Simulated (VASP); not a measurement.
# Lu12H (a cell with a defect) in VASP: further runs

The runs below take Lu12H (a cell with a defect) through single point, with PBE.

Program: VASP 6.6.1. These are calculated values, not measurements. Logs are shortened: lines on timing, memory, paths and dates and some standing lists are left out, and cuts for length are marked.

**1. The cell of the first run**

The cell holds a defect, 13 atoms: a = 7.020 Å, b = 10.530 Å, c = 5.563 Å, α = 90.00°, β = 90.00°, γ = 120.00°.

**2. Single point, PBE**

The input, INCAR:

```
SYSTEM = Lu12H
ALGO = Normal ; EDIFF = 1E-7
ENCUT = 520 ; GGA = PE
ISIF = 2 ; ISMEAR = -1
KPAR = 2 ; LASPH = .True.
LCHARG = .False. ; LREAL = .False.
LWAVE = .False. ; NBANDS = 162
NELM = 80 ; PREC = Accurate
SIGMA = 0.15
```

The input, KPOINTS:

```
k-points
0
Gamma
  2 2 3
  0 0 0
```

The input, POSCAR:

```
Lu12H
1.0
    7.0200000000      0.0000000000      0.0000000000
   -5.2650000000      9.1192480000      0.0000000000
    0.0000000000      0.0000000000      5.5633500000
Lu H
12 1
Direct
   -0.0424317354     -0.0171834344     -0.0138405817
    0.2272648692      0.2338460364      0.4510591640
   -0.0119866544      0.3396113364      0.0178489579
    0.1851049813      0.5416784366      0.4321317192
   -0.0474607013      0.6790362539     -0.0248231731
    0.2506421659      0.9064782535      0.4790998229
    0.4851568334      0.0071606782      0.0266566008
    0.6633475166      0.2013104589      0.5628802790
    0.4963700416      0.3214848417     -0.0177411092
    0.6880096187      0.5668998145      0.5484645043
    0.4729889354      0.6560080393     -0.0053205353
    0.6975565015      0.9045482698      0.4721256078
    0.0252698082     -0.0212736840      0.4961219409
```

Potentials or basis: VASP PAW PBE potentials, release 64 (Lu, H).

Command:

```
$ cat potpaw_PBE.64/Lu/POTCAR potpaw_PBE.64/H/POTCAR > POTCAR
$ mpirun -np 2 vasp_std > vasp.out
```

OUTCAR:

```text
SYSTEM = Lu12H
   EDIFF = 1E-7
   ENCUT = 520
   GGA = PE
   ISIF = 2
   ISMEAR = -1
   LASPH = .True.
   LREAL = .False.
   NELM = 80
   PREC = Accurate

 ion  position               nearest neighbor table
   1  0.958  0.983  0.986-  12 3.13   5 3.18  12 3.27  11 3.42   7 3.46   2 3.50   7 3.59   3 3.66
                             9 3.68   6 3.75   2 3.80   6 3.81
   2  0.227  0.234  0.451-  13 2.34   9 3.08   8 3.31   9 3.38   4 3.40  10 3.42   3 3.43   1 3.50
                             6 3.54  12 3.60   1 3.80
   3  0.988  0.340  0.018-   4 2.97   8 3.23   9 3.37  11 3.37   2 3.43   7 3.52   8 3.63   1 3.66
                             9 3.67   5 3.71   4 3.76
   4  0.185  0.542  0.432-   3 2.97  11 3.00   2 3.40  10 3.47  11 3.59   6 3.64   5 3.69  10 3.69
                             8 3.70  12 3.72   3 3.76
   5  0.953  0.679  0.975-  10 2.88   1 3.18  11 3.25   9 3.52   6 3.57  10 3.58   6 3.60   7 3.62
                             4 3.69   3 3.71  11 3.78
   6  0.251  0.906  0.479-  13 2.07   7 2.90   8 3.04  12 3.15   7 3.37   2 3.54   5 3.57   5 3.60
                             4 3.64   1 3.75  10 3.80   1 3.81
   7  0.485  0.007  0.027-   6 2.90   8 3.14   9 3.28  12 3.34   6 3.37   1 3.46   8 3.48   3 3.52
                             1 3.59   5 3.62  11 3.66  12 3.81
   8  0.663  0.201  0.563-   6 3.04   7 3.14   9 3.15   3 3.23  12 3.29   2 3.31   7 3.48   3 3.63
                             4 3.70  10 3.77
   9  0.496  0.321  0.982-   2 3.08   8 3.15   7 3.28  10 3.29   3 3.37   2 3.38   5 3.52  11 3.61
                             3 3.67   1 3.68
  10  0.688  0.567  0.548-   5 2.88  11 3.28   9 3.29   2 3.42   4 3.47  12 3.55   5 3.58   4 3.69
                            11 3.75   8 3.77   6 3.80
  11  0.473  0.656  0.995-   4 3.00   5 3.25  10 3.28   3 3.37   1 3.42  12 3.50   4 3.59   9 3.61
                             7 3.66  12 3.70  10 3.75   5 3.78
  12  0.698  0.905  0.472-  13 2.03   1 3.13   6 3.15   1 3.27   8 3.29   7 3.34  11 3.50  10 3.55
                             2 3.60  11 3.70   4 3.72   7 3.81
  13  0.025  0.979  0.496-  12 2.03   6 2.07   2 2.34

  LATTYP: Found a simple monoclinic cell.
 ALAT       =     7.0200000000
 B/A-ratio  =     0.7925000000
 C/A-ratio  =     1.3228757252
 COS(beta)  =    -0.1889822265

  Lattice vectors:

 A1 = (   7.0200000000,   0.0000000000,   0.0000000000)
 A2 = (   0.0000000000,   0.0000000000,   5.5633500000)
 A3 = (  -1.7550000000,  -9.1192480000,   0.0000000000)

Analysis of symmetry for initial positions (statically):
=====================================================================
 Subroutine PRICEL returns:
 Original cell was already a primitive cell.

 Routine SETGRP: Setting up the symmetry group for a
 simple monoclinic supercell.

 Subroutine GETGRP returns: Found  1 space group operations
 (whereof  1 operations were pure point group operations)
 out of a pool of  4 trial point group operations.

The static configuration has the point symmetry C_1 .

Analysis of symmetry for dynamics (positions and initial velocities):
=====================================================================
 Subroutine PRICEL returns:
 Original cell was already a primitive cell.

 Routine SETGRP: Setting up the symmetry group for a
 simple monoclinic supercell.

 Subroutine GETGRP returns: Found  1 space group operations
 (whereof  1 operations were pure point group operations)
 out of a pool of  4 trial point group operations.

The dynamic configuration has the point symmetry C_1 .

 Subroutine INISYM returns: Found  1 space group operations
 (whereof  1 operations are pure point group operations),
 and found     1 'primitive' translations

----------------------------------------------------------------------------------------

                                     Primitive cell

  volume of cell :     356.1496

  direct lattice vectors                    reciprocal lattice vectors
     7.020000000  0.000000000  0.000000000     0.142450142  0.082243624  0.000000000
    -5.265000000  9.119248000  0.000000000     0.000000000  0.109658165  0.000000000
     0.000000000  0.000000000  5.563350000     0.000000000  0.000000000  0.179747814

  length of vectors
     7.020000000 10.530000431  5.563350000     0.164487254  0.109658165  0.179747814

[... 41 lines left out ...]
  Cartesian coordinates                     Fractional coordinates (reciprocal lattice)
     0.071225071  0.041121812  0.000000000     0.500000000 -0.000000000  0.000000000
     0.000000000  0.054829082  0.000000000     0.000000000  0.500000000  0.000000000
     0.000000000  0.000000000  0.059915938     0.000000000  0.000000000  0.333333333

  Length of vectors
     0.082243627  0.054829082  0.059915938

  Shift w.r.t. Gamma in fractional coordinates (k-lattice)
     0.000000000  0.000000000  0.000000000

 Subroutine IBZKPT returns following result:
 ===========================================

 Found      8 irreducible k-points:

 Following reciprocal coordinates:
            Coordinates               Weight
  0.000000  0.000000  0.000000      1.000000
  0.500000 -0.000000  0.000000      1.000000
  0.000000  0.500000  0.000000      1.000000
  0.500000  0.500000  0.000000      1.000000
  0.000000  0.000000  0.333333      2.000000
  0.500000 -0.000000  0.333333      2.000000
  0.000000  0.500000  0.333333      2.000000
  0.500000  0.500000  0.333333      2.000000
   k-points           NKPTS =      8   k-points in BZ     NKDIM =      8   number of bands    NBANDS=    162
   number of dos      NEDOS =    301   number of ions     NIONS =     13
   total plane-waves  NPLWV = 181440
   dimension x,y,z NGX =    54 NGY =   80 NGZ =   42
   dimension x,y,z NGXF=   108 NGYF=  160 NGZF=   84
   ions per type =              12   1
   NGX,Y,Z   is equivalent  to a cutoff of  12.79, 12.63, 12.55 a.u.
   NGXF,Y,Z  is equivalent  to a cutoff of  25.58, 25.26, 25.10 a.u.
 SYSTEM =  Lu12H
   PREC   = accura    normal or accurate (medium, high low for compatibility)
   ISTART =      0    job   : 0-new  1-cont  2-samecut
   ICHARG =      2    charge: 1-file 2-atom 10-const
   ISPIN  =      1    spin polarized calculation?
   LNONCOLLINEAR =      F non collinear calculations
   LSORBIT =      F    spin-orbit coupling
   LASPH  =      T    aspherical Exc in radial PAW
   ENCUT  =  520.0 eV  38.22 Ry    6.18 a.u.  13.05 19.58 10.34*2*pi/ulx,y,z
   NELM   =     80;   NELMIN=  2; NELMDL= -5     # of ELM steps
   EDIFF  = 0.1E-06   stopping-criterion for ELM
   LREAL  =      F    real-space projection
   EDIFFG = 0.1E-05   stopping-criterion for IOM
   NSW    =      0    number of steps for IOM
   IBRION =     -1    ionic relax: 0-MD 1-quasi-New 2-CG
   NFREE  =      0    steps in history (QN), initial steepest desc. (CG)
   ISIF   =      2    stress and relaxation
   ISYM   =      2    0-nonsym 1-usesym 2-fastsym
   POTIM  = 0.5000    time-step for ionic-motion
   TEBEG  =    0.0;   TEEND  =   0.0 temperature during run
   PSTRESS=    0.0 pullay stress
   NELECT =     301.0000    total number of electrons
   NUPDOWN=      -1.0000    fix difference up-down
   EMIN   =  10.00;   EMAX   =-10.00  energy-range for DOS
   EFERMI =   0.00;   METHOD = LEGACY
   ISMEAR =    -1;   SIGMA  =   0.15  broadening in eV -4-tet -1-fermi 0-gaus
   EFERMI_NEDOS =   21; number of points for ismear=-14 and -15
   IALGO  =     38    algorithm
   IMIX   =      4    mixing-type and parameters
     AMIX     =   0.40;   BMIX     =  1.00
     AMIX_MAG =   1.60;   BMIX_MAG =  1.00
  volume/ion in A,a.u.               =      27.40       184.88
  Fermi-wavevector in a.u.,A,eV,Ry     =   1.547817  2.924949 32.595969  2.395736
  Thomas-Fermi vector in A             =   2.652856
   LORBIT       =      0    0 simple, 1 ext, 2 COOP (PROOUT), +10 PAW based schemes
   GGA     = PE    functional components
   LHFCALC =     F    Hartree Fock is set to
   AEXX    =    0.0000 exact exchange contribution
   IVDW    =     0    specifies the selected vdW correction
   LEPSILON=     F    determine dielectric tensor
   LRPA    =     F    only Hartree local field effects (RPA)
 non-spin polarized calculation
  energy-cutoff  :      520.00
  volume of cell :      356.15
 maximum number of plane-waves:      9604
 NGX is ok and might be reduce to    54
   NGX = 27   NGY = 39   NGZ = 21

 number of electron     301.0000016 magnetization

 Free energy of the ion-electron system (eV)
  ---------------------------------------------------
  ext. energy  EPLUGINS =         0.00000000
  ---------------------------------------------------
  free energy    TOTEN  =       -55.93676454 eV

  energy without entropy =      -54.58403915  energy(sigma->0) =      -55.26040184

 E-fermi :   2.1164     XC(G=0): -10.5741

 val. band max:        2.1041969943   @ k =   0.0000   0.0000   0.3333
 cond. band min:       2.1337189073   @ k =   0.5000  -0.0000   0.3333
 fundamental gap:      0.0295219130
 Fermi energy:         2.1164410585

 k-point     1 :       0.0000    0.0000    0.0000
  band No.  band energies     occupation
      1     -54.3674      2.00000
      2     -54.2300      2.00000
      3     -54.1807      2.00000
      4     -54.1502      2.00000
      5     -54.1393      2.00000
      6     -54.1253      2.00000
[... 1309 lines left out ...]
    161       3.2865      0.00082
    162       3.3706      0.00047

------------------------ aborting loop because EDIFF is reached ----------------------------------------

  FORCE on cell =-STRESS in cart. coord.  units (eV):
  Direction    XX          YY          ZZ          XY          YZ          ZX
  --------------------------------------------------------------------------------------
  -------------------------------------------------------------------------------------
  Total        2.4900049      0.6457109      6.4442002      3.9726197      1.0298360     -1.5679296
  in kB       11.2015534      2.9047998     28.9899246     17.8712552      4.6328276     -7.0534990
  external PRESSURE =      14.3654260 kB  Pullay stress =       0.0000000 kB

 VOLUME and BASIS-vectors are now :
 -----------------------------------------------------------------------------
  energy-cutoff  :      520.00
  volume of cell :      356.15
      direct lattice vectors                 reciprocal lattice vectors
     7.020000000  0.000000000  0.000000000     0.142450142  0.082243624  0.000000000
    -5.265000000  9.119248000  0.000000000     0.000000000  0.109658165  0.000000000
     0.000000000  0.000000000  5.563350000     0.000000000  0.000000000  0.179747814

 POSITION                                       TOTAL-FORCE (eV/Angst)
 -----------------------------------------------------------------------------------
      1.54760      8.96255      5.48635         0.888224      0.960697     -0.583717
      0.36420      2.13250      2.50940        -0.929945     -0.885172      0.899573
      5.14780      3.09700      0.09930         0.289229     -0.819317     -0.852858
     -1.55250      4.93970      2.40410        -0.872187      0.709716      2.010812
      3.11170      6.19230      5.42525         1.879298     -0.034174      1.354999
     -3.01310      8.26640      2.66540        -1.986658     -1.530836      0.899044
      3.36810      0.06530      0.14830         0.587979     -0.067787     -0.725677
      3.59680      1.83580      3.13150         0.941984      1.310180     -1.243743
      1.79190      2.93170      5.46465        -0.409026      0.644659      0.223913
      1.84510      5.16970      3.05130        -0.277455     -0.450741     -1.982790
     -0.13350      5.98230      5.53375        -0.060655      0.403878     -0.562297
      0.13440      8.24880      2.62660         0.023846     -0.932950      0.585988
     -4.97560      8.92525      2.76010        -0.074634      0.691847     -0.023248
 -----------------------------------------------------------------------------------
    total drift:                                0.000233     -0.000992      0.000483

  FREE ENERGIE OF THE ION-ELECTRON SYSTEM (eV)
  ---------------------------------------------------
  free  energy   TOTEN  =       -55.9367645404 eV

  energy  without entropy=      -54.5840391452  energy(sigma->0) =      -55.26040184
```

Wall time 15 min (2 MPI ranks of Intel Xeon Platinum 8259CL at 2.50GHz (Skylake/Cascade Lake), shared host); peak memory 0.6 GiB.

What came out:

| Item | Value |
| --- | --- |
| Free energy | -55.9368 eV |
| Pressure | 1.4 GPa |
| Largest force | 2.664 eV/Å |
| Band gap on the k mesh | zero (an odd number of electrons rules out a gap without spin polarisation) |

Forces in eV/Å, atoms in the order of the input:
```
Lu   0.888  0.961 -0.584
Lu  -0.930 -0.885  0.900
Lu   0.289 -0.819 -0.853
Lu  -0.872  0.710  2.011
Lu   1.879 -0.034  1.355
Lu  -1.987 -1.531  0.899
Lu   0.588 -0.068 -0.726
Lu   0.942  1.310 -1.244
Lu  -0.409  0.645  0.224
Lu  -0.277 -0.451 -1.983
Lu  -0.061  0.404 -0.562
Lu   0.024 -0.933  0.586
H   -0.075  0.692 -0.023
```

Stress tensor (GPa, compression positive):
```
 1.12  1.79 -0.71
 1.79  0.29  0.46
-0.71  0.46  2.90
```

Caveat: the k points lie up to 0.46 Å⁻¹ apart, too coarse for converged energies and pressures of a metal; the atoms stand as in a frame of molecular dynamics; spin-orbit coupling is left out, which moves the levels of the heavy elements.

[end of part 1 of 2]

The gap in the log of VASP goes by the Fermi energy; the results here count the filled bands.